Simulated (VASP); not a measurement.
# TiO2 (P4_2/mnm) in VASP: notebook

The runs below take TiO2 through single point, with PBE+U.

Program: VASP 6.6.1. These are calculated values, not measurements. Logs are shortened: lines on timing, memory, paths and dates and some standing lists are left out, and cuts for length are marked.

### 1 The cell of the first run

Symmetry: P4_2/mnm, No. 136, tetragonal system. Conventional cell: a = 4.780 Å, b = 4.780 Å, c = 3.096 Å, α = 90.00°, β = 90.00°, γ = 90.00°. Ti (site symmetry mmm) has 6 O at 2.01 to 2.09 Å within 2.7 Å. Within 2.7 Å of O (site symmetry m2m) lie 3 Ti at 2.01 to 2.09 Å and 1 O at 2.57 Å.

### 2 Single point, PBE+U (equal strain along all axes, cell held: +3.0 %, then relaxed in part)

INCAR

```
ALGO = Normal ; EDIFF = 1E-6
ENCUT = 520 ; GGA = PE
ISIF = 2 ; ISMEAR = 0
LASPH = True ; LCHARG = False
LDAU = True ; LDAUJ = 0 0
LDAUL = 2 -1 ; LDAUPRINT = 1
LDAUTYPE = 2 ; LDAUU = 4 0
LMAXMIX = 4 ; LREAL = False
LWAVE = False ; NBANDS = 33
NELM = 150 ; PREC = Accurate
SIGMA = 0.02
```

KPOINTS

```
k-points
0
Gamma
  6 6 10
```

POSCAR

```
TiO2
1.0
    4.7795605100      0.0000000000      0.0000000000
    0.0000000000      4.7795605100      0.0000000000
    0.0000000000      0.0000000000      3.0962960811
Ti O
2 4
Direct
    0.5000000000      0.5000000000      0.0000000000
    0.0000000000      0.0000000000      0.5000000000
    0.6903698580      0.6903698580      0.5000000000
    0.8096301420      0.1903698580      0.0000000000
    0.1903698580      0.8096301420      0.0000000000
    0.3096301420      0.3096301420      0.5000000000
```

Potentials or basis: VASP PAW PBE potentials, release 64 (Ti_sv, O).

Run with:

```
$ cat potpaw_PBE.64/Ti_sv/POTCAR potpaw_PBE.64/O/POTCAR > POTCAR
$ mpirun -np 1 vasp_std > vasp.out
```

OUTCAR:

```text
EDIFF = 1E-6
   ENCUT = 520
   GGA = PE
   ISIF = 2
   ISMEAR = 0
   LASPH = True
   LREAL = False
   NELM = 150
   PREC = Accurate

 ion  position               nearest neighbor table
   1  0.500  0.500  0.000-   3 2.01   6 2.01   3 2.01   6 2.01   5 2.09   4 2.09
   2  0.000  0.000  0.500-   4 2.01   5 2.01   4 2.01   5 2.01   3 2.09   6 2.09
   3  0.690  0.690  0.500-   1 2.01   1 2.01   2 2.09
   4  0.810  0.190  0.000-   2 2.01   2 2.01   1 2.09
   5  0.190  0.810  0.000-   2 2.01   2 2.01   1 2.09
   6  0.310  0.310  0.500-   1 2.01   1 2.01   2 2.09

  LATTYP: Found a simple tetragonal cell.
 ALAT       =     4.7795605100
 C/A-ratio  =     0.6478202493

  Lattice vectors:

 A1 = (   4.7795605100,   0.0000000000,   0.0000000000)
 A2 = (   0.0000000000,   4.7795605100,   0.0000000000)
 A3 = (   0.0000000000,   0.0000000000,   3.0962960811)

Analysis of symmetry for initial positions (statically):
=====================================================================
 Subroutine PRICEL returns:
 Original cell was already a primitive cell.

 Routine SETGRP: Setting up the symmetry group for a
 simple tetragonal supercell.

 Subroutine GETGRP returns: Found 16 space group operations
 (whereof  8 operations were pure point group operations)
 out of a pool of 16 trial point group operations.

The static configuration has the point symmetry D_2h.
 The point group associated with its full space group is D_4h.

Analysis of symmetry for dynamics (positions and initial velocities):
=====================================================================
 Subroutine PRICEL returns:
 Original cell was already a primitive cell.

 Routine SETGRP: Setting up the symmetry group for a
 simple tetragonal supercell.

 Subroutine GETGRP returns: Found 16 space group operations
 (whereof  8 operations were pure point group operations)
 out of a pool of 16 trial point group operations.

The dynamic configuration has the point symmetry D_2h.
[... 185 lines left out ...]

 onsite density matrix

spin component  1

  0.1728  0.0000 -0.0687  0.0000 -0.0000
  0.0000  0.1768  0.0000 -0.0830  0.0000
 -0.0687  0.0000  0.1181  0.0000 -0.0000
  0.0000 -0.0830  0.0000  0.1768  0.0000
 -0.0000  0.0000 -0.0000  0.0000  0.0932

spin component  2

  0.1728  0.0000 -0.0687  0.0000 -0.0000
  0.0000  0.1768  0.0000 -0.0830  0.0000
 -0.0687  0.0000  0.1181  0.0000 -0.0000
  0.0000 -0.0830  0.0000  0.1768  0.0000
 -0.0000  0.0000 -0.0000  0.0000  0.0932

 occupancies and eigenvectors

  o =  0.0715  v = -0.5615 -0.0000 -0.8275  0.0000 -0.0000  0.0000  0.0000  0.0000  0.0000  0.0000      0.0000  0.0000  0.0000  0.0000  0.0000  0.0000  0.0000  0.0000  0.0000  0.0000
  o =  0.0715  v =  0.0000  0.0000  0.0000  0.0000  0.0000 -0.5615 -0.0000 -0.8275  0.0000 -0.0000      0.0000  0.0000  0.0000  0.0000  0.0000  0.0000  0.0000  0.0000  0.0000  0.0000
  o =  0.0932  v = -0.0000  0.0000 -0.0000  0.0000  1.0000  0.0000  0.0000  0.0000  0.0000  0.0000      0.0000  0.0000  0.0000  0.0000  0.0000  0.0000  0.0000  0.0000  0.0000  0.0000
  o =  0.0932  v =  0.0000  0.0000  0.0000  0.0000  0.0000 -0.0000  0.0000 -0.0000  0.0000  1.0000      0.0000  0.0000  0.0000  0.0000  0.0000  0.0000  0.0000  0.0000  0.0000  0.0000
  o =  0.0938  v =  0.0000 -0.7071  0.0000 -0.7071  0.0000  0.0000  0.0000  0.0000  0.0000  0.0000      0.0000  0.0000  0.0000  0.0000  0.0000  0.0000  0.0000  0.0000  0.0000  0.0000
  o =  0.0938  v =  0.0000  0.0000  0.0000  0.0000  0.0000  0.0000 -0.7071  0.0000 -0.7071  0.0000      0.0000  0.0000  0.0000  0.0000  0.0000  0.0000  0.0000  0.0000  0.0000  0.0000
  o =  0.2194  v = -0.8275 -0.0000  0.5615  0.0000 -0.0000  0.0000  0.0000  0.0000  0.0000  0.0000      0.0000  0.0000  0.0000  0.0000  0.0000  0.0000  0.0000  0.0000  0.0000  0.0000
  o =  0.2194  v =  0.0000  0.0000  0.0000  0.0000  0.0000 -0.8275 -0.0000  0.5615  0.0000 -0.0000      0.0000  0.0000  0.0000  0.0000  0.0000  0.0000  0.0000  0.0000  0.0000  0.0000
  o =  0.2599  v =  0.0000  0.0000  0.0000  0.0000  0.0000  0.0000  0.7071  0.0000 -0.7071 -0.0000      0.0000  0.0000  0.0000  0.0000  0.0000  0.0000  0.0000  0.0000  0.0000  0.0000
  o =  0.2599  v =  0.0000  0.7071  0.0000 -0.7071 -0.0000  0.0000  0.0000  0.0000  0.0000  0.0000      0.0000  0.0000  0.0000  0.0000  0.0000  0.0000  0.0000  0.0000  0.0000  0.0000

 number of electron      48.0000017 magnetization

 Free energy of the ion-electron system (eV)
  ---------------------------------------------------
  ext. energy  EPLUGINS =         0.00000000
  ---------------------------------------------------
  free energy    TOTEN  =       -48.25625105 eV

  energy without entropy =      -48.25625105  energy(sigma->0) =      -48.25625105

 E-fermi :   4.1324     XC(G=0): -10.7681

 val. band max:        3.8817600543   @ k =   0.0000   0.0000   0.0000
 cond. band min:       6.0673942346   @ k =   0.5000   0.0000   0.5000
 fundamental gap:      2.1856341803
 Fermi energy:         4.1324298415

 k-point     1 :       0.0000    0.0000    0.0000
  band No.  band energies     occupation
      1     -54.4991      2.00000
      2     -54.4911      2.00000
      3     -30.6672      2.00000
      4     -30.6672      2.00000
      5     -30.5767      2.00000
      6     -30.5767      2.00000
[... 853 lines left out ...]
     32       8.3783      0.00000
     33       9.3964      0.00000

 [... further k-points ...]
[... 5 lines left out ...]
  --------------------------------------------------------------------------------------
  -------------------------------------------------------------------------------------
  Total       -4.7452582     -4.7452582     -6.8446907     -0.0000000      0.0000000      0.0000000
  in kB     -107.4860295   -107.4860295   -155.0408001     -0.0000000      0.0000000      0.0000000
  external PRESSURE =    -123.3376197 kB  Pullay stress =       0.0000000 kB

 VOLUME and BASIS-vectors are now :
 -----------------------------------------------------------------------------
  energy-cutoff  :      520.00
  volume of cell :       70.73
      direct lattice vectors                 reciprocal lattice vectors
     4.779560510  0.000000000  0.000000000     0.209224258  0.000000000  0.000000000
     0.000000000  4.779560510  0.000000000     0.000000000  0.209224258  0.000000000
     0.000000000  0.000000000  3.096296081     0.000000000  0.000000000  0.322966530

 POSITION                                       TOTAL-FORCE (eV/Angst)
 -----------------------------------------------------------------------------------
      2.38978      2.38978      0.00000         0.000000      0.000000      0.000000
      0.00000      0.00000      1.54815         0.000000      0.000000      0.000000
      3.29966      3.29966      1.54815         0.121873      0.121873      0.000000
      3.86968      0.90988      0.00000        -0.121873      0.121873      0.000000
      0.90988      3.86968      0.00000         0.121873     -0.121873      0.000000
      1.47990      1.47990      1.54815        -0.121873     -0.121873     -0.000000
 -----------------------------------------------------------------------------------
    total drift:                               -0.000000      0.000000     -0.000000

  FREE ENERGIE OF THE ION-ELECTRON SYSTEM (eV)
  ---------------------------------------------------
  free  energy   TOTEN  =       -48.2562510473 eV

  energy  without entropy=      -48.2562510473  energy(sigma->0) =      -48.25625105
```

stdout:

```text
POSCAR found type information on POSCAR TiO
 POSCAR found :  2 types and       6 ions
 scaLAPACK will be used
 LDA part: xc-table for (Slater+PW92), standard interpolation
 POSCAR, INCAR and KPOINTS ok, starting setup
 FFT: planning ... GRIDC
 FFT: planning ... GRID_SOFT
 FFT: planning ... GRID
 WAVECAR not read
 entering main loop
```

Run time: 2 min. Hardware: 1 thread of Intel Xeon Platinum 8259CL at 2.50GHz (Skylake/Cascade Lake), shared host; peak memory 0.24 GiB.

Results:

| Item | Value |
| --- | --- |
| Free energy | -48.2563 eV |
| Pressure | -12.3 GPa |
| Largest force | 0.172 eV/Å |
| Band gap on the k mesh | 2.19 eV (least direct gap 2.20 eV) |

Forces on the atoms (eV/Å):
```
Ti   0.000  0.000  0.000
Ti   0.000  0.000  0.000
O    0.122  0.122  0.000
O   -0.122  0.122  0.000
O    0.122 -0.122  0.000
O   -0.122 -0.122  0.000
```

Stress tensor (GPa, compression positive):
```
-10.75   0.00   0.00
  0.00 -10.75   0.00
  0.00   0.00 -15.50
```

Levels at points of the mesh, in eV from the valence-band top:
```
           k point  band 21  band 22  band 23  band 24  band 25  band 26  band 27  band 28
(0.00, 0.00, 0.00)    -0.81    -0.41    -0.41     0.00     2.20     2.47     2.64     2.65
(0.50, 0.00, 0.00)    -1.56    -1.56    -0.67    -0.67     2.73     2.73     3.01     3.01
(0.50, 0.50, 0.00)    -1.37    -1.37    -0.96    -0.96     2.20     2.20     2.66     2.66
(0.00, 0.00, 0.50)    -1.85    -1.85    -1.37    -1.37     2.94     2.94     3.16     3.16
(0.50, 0.00, 0.50)    -1.79    -1.79    -0.87    -0.87     2.19     2.19     3.22     3.22
(0.50, 0.50, 0.50)    -0.97    -0.97    -0.73    -0.73     2.67     2.67     3.24     3.24
```

Eigenvalues of the final occupation matrices:
| site | spin | trace | eigenvalues |
| --- | --- | --- | --- |
| site 1 d | 1 | 0.74 | 0.07 0.09 0.09 0.22 0.26 |
| site 1 d | 2 | 0.74 | 0.07 0.09 0.09 0.22 0.26 |
| site 2 d | 1 | 0.74 | 0.07 0.09 0.09 0.22 0.26 |
| site 2 d | 2 | 0.74 | 0.07 0.09 0.09 0.22 0.26 |

Caveat: the cell differs from its parent crystal (equal strain along all axes, cell held: +3.0 %, then relaxed in part); the cell stands under tension.

### 3 Single point, PBE+U (equal strain along all axes, cell held: +4.5 %, then relaxed in part)

INCAR

```
SYSTEM = TiO2
ALGO = Normal
EDIFF = 1E-7
ENCUT = 520
GGA = PE
ISIF = 2
ISMEAR = 0
LASPH = .True.
LCHARG = .True.
LDAU = .True.
LDAUJ = 0 0
LDAUL = 2 -1
LDAUPRINT = 1
LDAUTYPE = 2
LDAUU = 4 0
LELF = .True.
LMAXMIX = 4
LREAL = .False.
LVHAR = .True.
LWAVE = .False.
NBANDS = 33
NELM = 150
PREC = Accurate
SIGMA = 0.02
```

KPOINTS

```
k-points
0
Gamma
  6 6 10
  0 0 0
```

POSCAR

```
TiO2
1.0
    4.8491657601      0.0000000000      0.0000000000
    0.0000000000      4.8491657601      0.0000000000
    0.0000000000      0.0000000000      3.1413877716
Ti O
2 4
Direct
    0.5000000000      0.5000000000      0.0000000000
    0.0000000000      0.0000000000      0.5000000000
    0.6878659605      0.6878659605      0.5000000000
    0.8121340395      0.1878659605      0.0000000000
    0.1878659605      0.8121340395      0.0000000000
    0.3121340395      0.3121340395      0.5000000000
```

Potentials or basis: VASP PAW PBE potentials, release 64 (Ti_sv, O).

Run with:

```
$ cat potpaw_PBE.64/Ti_sv/POTCAR potpaw_PBE.64/O/POTCAR > POTCAR
$ mpirun -np 1 vasp_std > vasp.out
```

Run time: 2.2 min. Hardware: 1 thread of Intel Xeon Platinum 8259CL at 2.50GHz (Skylake/Cascade Lake), shared host; peak memory 0.25 GiB.

Results (log left out):

- Free energy: -47.9488 eV
- Pressure: -18.0 GPa
- Largest force: 0.184 eV/Å
- Band gap on the k mesh: 2.12 eV (least direct gap 2.15 eV)

Forces in eV/Å, atoms in the order of the input:
```
Ti   0.000  0.000  0.000
Ti   0.000  0.000  0.000
O    0.130  0.130  0.000
O   -0.130  0.130  0.000
O    0.130 -0.130  0.000
O   -0.130 -0.130  0.000
```

Stress tensor (GPa, compression positive):
```
-15.42   0.00   0.00
  0.00 -15.42   0.00
  0.00   0.00 -23.17
```

Levels at points of the mesh, in eV from the valence-band top:
```
           k point  band 21  band 22  band 23  band 24  band 25  band 26  band 27  band 28
(0.00, 0.00, 0.00)    -0.80    -0.35    -0.35     0.00     2.15     2.46     2.55     2.55
(0.50, 0.00, 0.00)    -1.49    -1.49    -0.63    -0.63     2.66     2.66     2.86     2.86
(0.50, 0.50, 0.00)    -1.33    -1.33    -0.85    -0.85     2.17     2.17     2.56     2.56
(0.00, 0.00, 0.50)    -1.66    -1.66    -1.32    -1.32     2.79     2.79     3.01     3.01
(0.50, 0.00, 0.50)    -1.72    -1.72    -0.79    -0.79     2.12     2.12     3.06     3.06
(0.50, 0.50, 0.50)    -0.86    -0.86    -0.72    -0.72     2.54     2.54     3.09     3.09
```

Eigenvalues of the final occupation matrices:
| site | spin | trace | eigenvalues |
| --- | --- | --- | --- |
| site 1 d | 1 | 0.72 | 0.07 0.09 0.09 0.21 0.26 |
| site 1 d | 2 | 0.72 | 0.07 0.09 0.09 0.21 0.26 |
| site 2 d | 1 | 0.72 | 0.07 0.09 0.09 0.21 0.26 |
| site 2 d | 2 | 0.72 | 0.07 0.09 0.09 0.21 0.26 |

Caveat: the cell differs from its parent crystal (equal strain along all axes, cell held: +4.5 %, then relaxed in part); the stress differs along the axes, from -23 to -15 GPa. A k mesh can miss the band edges.

### 4 Single point, PBE+U (uniaxial strain along c: +4.5 %)

INCAR

```
  ALGO = Normal
  EDIFF = 1E-7
  ENCUT = 520
  GGA = PE
  ISIF = 2
  ISMEAR = 0
  LASPH = True
  LCHARG = False
  LDAU = True
  LDAUJ = 0 0
  LDAUL = 2 -1
  LDAUPRINT = 1
  LDAUTYPE = 2
  LDAUU = 4 0
  LMAXMIX = 4
  LREAL = False
  LWAVE = False
  NBANDS = 33
  NELM = 150
  PREC = Accurate
  SIGMA = 0.02
```

KPOINTS

```
k-points
0
Gamma
  6 6 10
```

POSCAR

```
TiO2
1.0
    4.5881460740      0.0000000000      0.0000000000
    0.0000000000      4.5881460740      0.0000000000
    0.0000000000      0.0000000000      3.1413877687
Ti O
2 4
Direct
    0.5000000000      0.5000000000      0.0000000000
    0.0000000000      0.0000000000      0.5000000000
    0.6940232295      0.6940232295      0.5000000000
    0.8059767705      0.1940232295      0.0000000000
    0.1940232295      0.8059767705      0.0000000000
    0.3059767705      0.3059767705      0.5000000000
```

Run with:

```
$ cat potpaw_PBE.64/Ti_sv/POTCAR potpaw_PBE.64/O/POTCAR > POTCAR
$ mpirun -np 1 vasp_std > vasp.out
```

Wall time 2.9 min (1 thread of AMD EPYC 7R43 (Zen 3), shared host); peak memory 0.2 GiB.

The run converged. Its results:

```
Free energy            : -48.3524 eV
Pressure               : -2.6 GPa
Largest force          : 0.043 eV/Å
Band gap on the k mesh : 2.23 eV
```

Forces on the atoms (eV/Å):
```
Ti   0.000  0.000  0.000
Ti   0.000  0.000  0.000
O    0.030  0.030  0.000
O   -0.030  0.030  0.000
O    0.030 -0.030  0.000
O   -0.030 -0.030  0.000
```

Stress tensor (GPa, compression positive):
```
  1.91   0.00   0.00
  0.00   1.91   0.00
  0.00   0.00 -11.58
```

Levels at points of the mesh, in eV from the valence-band top:
```csv
k point,band 20,band 21,band 22,band 23,band 24,band 25,band 26,band 27,band 28,band 29
"(0.00, 0.00, 0.00)",-2.44,-0.97,-0.45,-0.45,0.00,2.23,2.53,2.57,2.63,2.63
"(0.50, 0.00, 0.00)",-2.95,-1.95,-1.95,-0.74,-0.74,2.80,2.80,3.18,3.18,3.55
"(0.50, 0.50, 0.00)",-1.82,-1.67,-1.67,-1.06,-1.06,2.26,2.26,2.65,2.65,3.75
"(0.00, 0.00, 0.50)",-2.45,-2.33,-2.33,-1.39,-1.39,3.05,3.05,3.20,3.20,3.82
"(0.50, 0.00, 0.50)",-2.52,-1.90,-1.90,-1.01,-1.01,2.23,2.23,3.14,3.14,3.93
"(0.50, 0.50, 0.50)",-2.41,-1.19,-1.19,-0.68,-0.68,2.82,2.82,3.14,3.14,3.43
```

Eigenvalues of the final occupation matrices:
```
    site  spin  trace               eigenvalues
site 1 d     1   0.76  0.07 0.09 0.10 0.25 0.25
site 1 d     2   0.76  0.07 0.09 0.10 0.25 0.25
site 2 d     1   0.76  0.07 0.09 0.10 0.25 0.25
site 2 d     2   0.76  0.07 0.09 0.10 0.25 0.25
```

Caveat: the cell differs from its parent crystal (uniaxial strain along c: +4.5 %); the stress differs along the axes, from -12 to 2 GPa.

(Continued in part 2 of 2.)
